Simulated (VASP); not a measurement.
Set up this calculation in VASP 6.6.1, as the native input.

- Task: single point
- Functional: PBE
- Potentials or basis: VASP PAW PBE potentials, release 64 (Si, Pd, Au)
- Cutoff: 400 eV
- k mesh: 1 × 1 × 1, shifted
- Occupations: fermi-dirac, width 0.2128 eV
- Spin: no spin polarisation
- Dipole correction: no
- Mended: yes
- Further INCAR settings: LREAL = Auto; ALGO = Normal; EDIFF = 1e-06; NBANDS = 106; ISYM = -1

The structure of Si11Pd10Au3 lies in POSCAR:

```
Si11Pd10Au3
1.0
    7.2361990000      0.0002630000     -0.0874420000
    0.0002630000      7.0758330000      0.0664260000
   -0.0874420000      0.0664260000      7.5219920000
Si Pd Au
11 10 3
Direct
    0.2325214596      0.9681533660      0.6612517783
    0.2798094782      0.7547830858     -0.0664146041
    0.8497587805      0.0941561804      0.6069326036
    0.6701939284      0.3738884054      0.6762536023
    0.2830205806      0.4707209726      0.3869655504
    0.7656521456      0.9498334215      0.9086948670
    0.9217180826      0.7648944041      0.6350453440
    0.0927299461      0.3735437028      0.6581572379
    0.9973054602      0.7489925852      0.0280501232
    0.8783901225      0.4469589044      0.8927892368
    0.6394917915      0.6689832259      0.8577549087
    0.4013085989      0.5424496335      0.7264992395
    0.8114553053      0.8975876090      0.2720104090
    0.0765436450      0.0968775767      0.9720789306
    0.0673673315      0.1968850818      0.3886027060
    0.7285711012      0.2752678384      0.0671744629
    0.5725914431      0.2415469496      0.3965846472
    0.5009165545      0.1370838683      0.7741351244
    0.5988130802      0.8152520711      0.5325475591
    0.1757716580      0.7941880214      0.3632758572
    0.9124400399      0.5373166277      0.4248532553
    0.4412745574      0.9743125422      0.1279334311
    0.6138321070      0.5882176328      0.1951920133
    0.3519516808      0.3285963981      0.0436154432
```

One way to write it, as run:

INCAR

```
ALGO = Normal
EDIFF = 1E-6
ENCUT = 400
GGA = PE
GGA_COMPAT = False
ISIF = 2
ISMEAR = -1
ISYM = -1
LASPH = True
LCHARG = False
LREAL = Auto
LWAVE = False
NBANDS = 106
NELM = 120
PREC = Accurate
SIGMA = 0.2128
```

KPOINTS

```
explicit points
1
Reciprocal
  0.25000000   0.25000000   0.25000000 1
```

Potentials or basis: VASP PAW PBE potentials, release 64 (Si, Pd, Au).

Command:

```sh
$ cat potpaw_PBE.64/Si/POTCAR potpaw_PBE.64/Pd/POTCAR potpaw_PBE.64/Au/POTCAR > POTCAR
$ mpirun -np 1 vasp_std > vasp.out
```

Results of the run:

* Pressure: 5.4 GPa
* Largest force: 3.934 eV/Å
* Band gap on the k mesh: zero (an odd number of electrons rules out a gap without spin polarisation)

Caveat: the atoms stand as in a frame of molecular dynamics; spin-orbit coupling is left out, which moves the levels of the heavy elements.

Wall time 53 s on 1 thread of Intel(R) Xeon(R) Platinum 8559C (Emerald Rapids), on a shared host, peak memory 0.33 GiB.
